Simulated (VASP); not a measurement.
# Ga3As3O in VASP: single point with PBE

Aim: the single point of Ga3As3O with PBE.

All numbers are computed with VASP 6.6.1; they aren't measurements. Logs are shortened: lines on timing, memory, paths and dates and some standing lists are left out, and cuts for length are marked.

### 1 The cell of the first run

The cell holds a slab with vacuum, 7 atoms: a = 4.063 Å, b = 5.746 Å, c = 19.892 Å, α = 90.00°, β = 90.00°, γ = 90.00°.

### 2 Single point, PBE, collinear spin, ferromagnetic start

Input file INCAR:

```
ALGO = Normal
DIPOL = 0.5 0.5 0.329
EDIFF = 1E-6
ENCUT = 520
GGA = PE
GGA_COMPAT = False
IDIPOL = 3
ISIF = 2
ISMEAR = 0
ISPIN = 2
LASPH = True
LCHARG = False
LDIPOL = True
LORBIT = 11
LREAL = False
LWAVE = False
MAGMOM = 0 0 0 0 0 0 2
NBANDS = 43
NELM = 200
NELMDL = -8
PREC = Accurate
SIGMA = 0.05
```

Input file KPOINTS:

```
k-points
0
Gamma
  7 5 1
```

Input file POSCAR:

```
Ga3As3O
1.0
    4.0629609251      0.0000000000      0.0000000000
    0.0000000000      5.7458944437      0.0000000000
    0.0000000000      0.0000000000     19.8924416078
Ga As O
3 3 1
Direct
    0.5000000000      0.5000000000      0.2010813996
    0.0000000000      0.0635976529      0.3146195102
    0.5000000000      0.4877931194      0.3796180525
    0.0000000000      0.2500000000      0.2010813996
    0.5000000000      0.8095618192      0.2945553866
    0.0000000000      0.2894088168      0.4218909761
    0.0000000000      1.1227421501      0.4898865506
```

Potentials or basis: VASP PAW PBE potentials, release 64 (Ga_d, As, O).

Launch:

```bash
> cat potpaw_PBE.64/Ga_d/POTCAR potpaw_PBE.64/As/POTCAR potpaw_PBE.64/O/POTCAR > POTCAR
> mpirun -np 1 vasp_std > vasp.out
```

OUTCAR:

```text
EDIFF = 1E-6
   ENCUT = 520
   GGA = PE
   ISIF = 2
   ISMEAR = 0
   ISPIN = 2
   LASPH = True
   LORBIT = 11
   LREAL = False
   NELM = 200
   NELMDL = -8
   PREC = Accurate

 ion  position               nearest neighbor table
   1  0.500  0.500  0.201-   4 2.49   4 2.49   5 2.57
   2  0.000  0.064  0.315-   6 2.50   4 2.50   5 2.53   5 2.53
   3  0.500  0.488  0.380-   6 2.48   6 2.48   5 2.51
   4  0.000  0.250  0.201-   1 2.49   1 2.49   2 2.50
   5  0.500  0.810  0.295-   3 2.51   2 2.53   2 2.53   1 2.57
   6  0.000  0.289  0.422-   7 1.66   3 2.48   3 2.48   2 2.50
   7  0.000  0.123  0.490-   6 1.66

  LATTYP: Found a simple orthorhombic cell.
 ALAT       =     4.0629609251
 B/A-ratio  =     1.4142135624
 C/A-ratio  =     4.8960455132

  Lattice vectors:

 A1 = (   4.0629609251,   0.0000000000,   0.0000000000)
 A2 = (   0.0000000000,   5.7458944437,   0.0000000000)
 A3 = (   0.0000000000,   0.0000000000,  19.8924416078)

Analysis of symmetry for initial positions (statically):
=====================================================================
 Subroutine PRICEL returns:
 Original cell was already a primitive cell.

 Routine SETGRP: Setting up the symmetry group for a
 simple orthorhombic supercell.

 Subroutine GETGRP returns: Found  2 space group operations
 (whereof  2 operations were pure point group operations)
 out of a pool of  8 trial point group operations.

The static configuration has the point symmetry C_1h.

Analysis of symmetry for dynamics (positions and initial velocities):
=====================================================================
 Subroutine PRICEL returns:
 Original cell was already a primitive cell.

 Routine SETGRP: Setting up the symmetry group for a
 simple orthorhombic supercell.

 Subroutine GETGRP returns: Found  2 space group operations
 (whereof  2 operations were pure point group operations)
 out of a pool of  8 trial point group operations.

The dynamic configuration has the point symmetry C_1h.

Analysis of structural, dynamic, and magnetic symmetry:
=====================================================================
 Subroutine PRICEL returns:
 Original cell was already a primitive cell.

 Routine SETGRP: Setting up the symmetry group for a
 simple orthorhombic supercell.

 Subroutine GETGRP returns: Found  2 space group operations
 (whereof  2 operations were pure point group operations)
 out of a pool of  8 trial point group operations.

The overall configuration has the point symmetry C_1h.

 Subroutine INISYM returns: Found  2 space group operations
 (whereof  2 operations are pure point group operations),
 and found     1 'primitive' translations

----------------------------------------------------------------------------------------

                                     Primitive cell

  volume of cell :     464.3959

  direct lattice vectors                    reciprocal lattice vectors
     4.062960925  0.000000000  0.000000000     0.246125921  0.000000000  0.000000000
     0.000000000  5.745894444  0.000000000     0.000000000  0.174037308  0.000000000
     0.000000000  0.000000000 19.892441608     0.000000000  0.000000000  0.050270350

  length of vectors
     4.062960925  5.745894444 19.892441608     0.246125921  0.174037308  0.050270350

  position of ions in fractional coordinates (direct lattice)
     0.500000000  0.500000000  0.201081400
     0.000000000  0.063597653  0.314619510
     0.500000000  0.487793119  0.379618052
     0.000000000  0.250000000  0.201081400
     0.500000000  0.809561819  0.294555387
     0.000000000  0.289408817  0.421890976
     0.000000000  0.122742150  0.489886551

  ion indices of the primitive-cell ions
   primitive index   ion index
                 1           1
                 2           2
                 3           3
                 4           4
[... 46 lines left out ...]
   total plane-waves  NPLWV = 216000
   dimension x,y,z NGX =    30 NGY =   48 NGZ =  150
   dimension x,y,z NGXF=    60 NGYF=   96 NGZF=  300
   ions per type =               3   3   1
   NGX,Y,Z   is equivalent  to a cutoff of  12.28, 13.89, 12.54 a.u.
   NGXF,Y,Z  is equivalent  to a cutoff of  24.55, 27.78, 25.07 a.u.
 SYSTEM =  unknown system
   PREC   = accura    normal or accurate (medium, high low for compatibility)
   ISTART =      0    job   : 0-new  1-cont  2-samecut
   ICHARG =      2    charge: 1-file 2-atom 10-const
   ISPIN  =      2    spin polarized calculation?
   LNONCOLLINEAR =      F non collinear calculations
   LSORBIT =      F    spin-orbit coupling
   LASPH  =      T    aspherical Exc in radial PAW
   ENCUT  =  520.0 eV  38.22 Ry    6.18 a.u.   7.55 10.68 36.99*2*pi/ulx,y,z
   NELM   =    200;   NELMIN=  2; NELMDL= -8     # of ELM steps
   EDIFF  = 0.1E-05   stopping-criterion for ELM
   LREAL  =      F    real-space projection
   EDIFFG = 0.1E-04   stopping-criterion for IOM
   NSW    =      0    number of steps for IOM
   IBRION =     -1    ionic relax: 0-MD 1-quasi-New 2-CG
   NFREE  =      0    steps in history (QN), initial steepest desc. (CG)
   ISIF   =      2    stress and relaxation
   ISYM   =      2    0-nonsym 1-usesym 2-fastsym
   POTIM  = 0.5000    time-step for ionic-motion
   TEBEG  =    0.0;   TEEND  =   0.0 temperature during run
   PSTRESS=    0.0 pullay stress
   NELECT =      60.0000    total number of electrons
   NUPDOWN=      -1.0000    fix difference up-down
   EMIN   =  10.00;   EMAX   =-10.00  energy-range for DOS
   EFERMI =   0.00;   METHOD = LEGACY
   ISMEAR =     0;   SIGMA  =   0.05  broadening in eV -4-tet -1-fermi 0-gaus
   EFERMI_NEDOS =   21; number of points for ismear=-14 and -15
   IALGO  =     38    algorithm
   IMIX   =      4    mixing-type and parameters
     AMIX     =   0.40;   BMIX     =  1.00
     AMIX_MAG =   1.60;   BMIX_MAG =  1.00
  volume/ion in A,a.u.               =      66.34       447.70
  Fermi-wavevector in a.u.,A,eV,Ry     =   0.827616  1.563968  9.319297  0.684949
  Thomas-Fermi vector in A             =   1.939851
   LORBIT       =     11    0 simple, 1 ext, 2 COOP (PROOUT), +10 PAW based schemes
   GGA     = PE    functional components
   LHFCALC =     F    Hartree Fock is set to
   AEXX    =    0.0000 exact exchange contribution
   IVDW    =     0    specifies the selected vdW correction
   LEPSILON=     F    determine dielectric tensor
   LRPA    =     F    only Hartree local field effects (RPA)
 spin polarized calculation
 Gauss-broadening in eV      SIGMA  =   0.05
  energy-cutoff  :      520.00
  volume of cell :      464.40
 maximum number of plane-waves:     12539
 NGX is ok and might be reduce to    30
   NGX = 15   NGY = 21   NGZ = 73

 dipolmoment           0.000000      0.000000     -0.066661 electrons x Angstroem

 number of electron      60.0000037 magnetization      -0.0000215

 number of electron      60.0000037 magnetization       0.0000144

 dipolmoment           0.000000      0.000000      0.349848 electrons x Angstroem

 Free energy of the ion-electron system (eV)
  ---------------------------------------------------
  ext. energy  EPLUGINS =         0.00000000
  ---------------------------------------------------
  free energy    TOTEN  =       -27.90453793 eV

  energy without entropy =      -27.90389308  energy(sigma->0) =      -27.90421551

 E-fermi :  -2.5579     XC(G=0):  -3.7969

 val. band max:       -2.6228814998   @ k =   0.0000   0.2000   0.0000
 cond. band min:      -2.4860546428   @ k =   0.0000   0.2000   0.0000
 fundamental gap:      0.1368268570
 Fermi energy:        -2.5579003979

 spin component 1

 k-point     1 :       0.0000    0.0000    0.0000
  band No.  band energies     occupation
      1     -20.7574      1.00000
      2     -17.9339      1.00000
      3     -17.8585      1.00000
      4     -17.8526      1.00000
      5     -17.8365      1.00000
      6     -17.8244      1.00000
[... 529 lines left out ...]
     41       3.8971      0.00000
     42       4.0421      0.00000
 Fermi energy:        -2.5579003979

 spin component 2

 k-point     1 :       0.0000    0.0000    0.0000
  band No.  band energies     occupation
      1     -20.7574      1.00000
      2     -17.9339      1.00000
      3     -17.8586      1.00000
      4     -17.8526      1.00000
      5     -17.8365      1.00000
      6     -17.8244      1.00000
[... 529 lines left out ...]
     41       3.8985      0.00000
     42       4.0425      0.00000
 [bands above 42 left out]

------------------------ aborting loop because EDIFF is reached ----------------------------------------

 vacuum level on the upper side and lower side of the slab       (xc-potential included)         1.320        -1.319

  FORCE on cell =-STRESS in cart. coord.  units (eV):
  Direction    XX          YY          ZZ          XY          YZ          ZX
  --------------------------------------------------------------------------------------
  -------------------------------------------------------------------------------------
  Total        0.7524067     -0.8137347      1.1124815      0.0000000      0.1637115      0.0000000
  in kB        2.5958217     -2.8074048      3.8380887      0.0000000      0.5648086      0.0000000
  external PRESSURE =       1.2088352 kB  Pullay stress =       0.0000000 kB

 VOLUME and BASIS-vectors are now :
 -----------------------------------------------------------------------------
  energy-cutoff  :      520.00
  volume of cell :      464.40
      direct lattice vectors                 reciprocal lattice vectors
     4.062960925  0.000000000  0.000000000     0.246125921  0.000000000  0.000000000
     0.000000000  5.745894444  0.000000000     0.000000000  0.174037308  0.000000000
     0.000000000  0.000000000 19.892441608     0.000000000  0.000000000  0.050270350

 POSITION                                       TOTAL-FORCE (eV/Angst)
 -----------------------------------------------------------------------------------
      2.03148      2.87295      4.00000         0.000000     -0.325304      0.905087
      0.00000      0.36543      6.25855         0.000000     -0.161941     -0.315993
      2.03148      2.80281      7.55153         0.000000      0.491127      0.220376
      0.00000      1.43647      4.00000         0.000000      0.283941     -0.891187
      2.03148      4.65166      5.85943         0.000000     -0.206538     -0.022904
      0.00000      1.66291      8.39244         0.000000      0.267939     -0.362557
      0.00000      0.70526      9.74504         0.000000     -0.349224      0.467178
 -----------------------------------------------------------------------------------
    total drift:                                0.000000      0.001163      0.000107

  FREE ENERGIE OF THE ION-ELECTRON SYSTEM (eV)
  ---------------------------------------------------
  free  energy   TOTEN  =       -27.9045379315 eV

  energy  without entropy=      -27.9038930831  energy(sigma->0) =      -27.90421551

 vacuum level on the upper side and lower side of the slab         4.384         1.673

 total charge

# of ion       s       p       d       tot
------------------------------------------
    1        0.973   0.584   9.964  11.521
    2        0.920   0.730   9.976  11.626
    3        0.997   0.612   9.961  11.570
    4        1.262   1.460   0.023   2.744
    5        1.245   1.482   0.028   2.755
    6        1.206   1.507   0.150   2.864
    7        1.602   3.324   0.000   4.927
--------------------------------------------------
tot          8.206   9.699  30.101  48.006

 magnetization (x)

# of ion       s       p       d       tot
------------------------------------------
    1       -0.000  -0.000   0.000  -0.000
    2       -0.000   0.000   0.000   0.000
    3       -0.000  -0.000   0.000  -0.000
    4       -0.000   0.000  -0.000   0.000
    5       -0.000   0.000  -0.000   0.000
    6       -0.000  -0.000   0.000  -0.000
    7       -0.000   0.000   0.000   0.000
--------------------------------------------------
tot         -0.000   0.000   0.000  -0.000
```

Run time: 21 min. Hardware: 1 thread of Intel Xeon Platinum 8488C (Sapphire Rapids), shared host; peak memory 0.84 GiB.

Results:

| Quantity | Value |
| --- | --- |
| Free energy | -27.9045 eV |
| Largest force | 0.962 eV/Å |
| Band gap on the k mesh | 0.14 eV |
| Net moment | 0.00 μB per cell |
| Valence electrons inside the program's atomic spheres | Ga 11.52, 11.63, 11.57; As 2.74, 2.75, 2.86; O 4.93 |

Forces in eV/Å, atoms in the order of the input:
```
Ga   0.000 -0.325  0.905
Ga   0.000 -0.162 -0.316
Ga   0.000  0.491  0.220
As   0.000  0.284 -0.891
As   0.000 -0.207 -0.023
As   0.000  0.268 -0.363
O    0.000 -0.349  0.467
```

Levels at points of the mesh, in eV from the valence-band top:
Spin up:
| k point | band 26 | band 27 | band 28 | band 29 | band 30 | band 31 | band 32 | band 33 | band 34 | band 35 |
| --- | --- | --- | --- | --- | --- | --- | --- | --- | --- | --- |
| (0.00, 0.00, 0.00) | -1.95 | -1.93 | -0.70 | -0.66 | -0.10 | 0.15 | 0.81 | 2.14 | 2.22 | 2.84 |
Spin down:
```csv
k point,band 26,band 27,band 28,band 29,band 30,band 31,band 32,band 33,band 34,band 35
"(0.00, 0.00, 0.00)",-1.95,-1.93,-0.70,-0.66,-0.10,0.15,0.81,2.14,2.22,2.84
```

Caveat: semilocal functionals underestimate gaps, and a narrow one can read as zero.
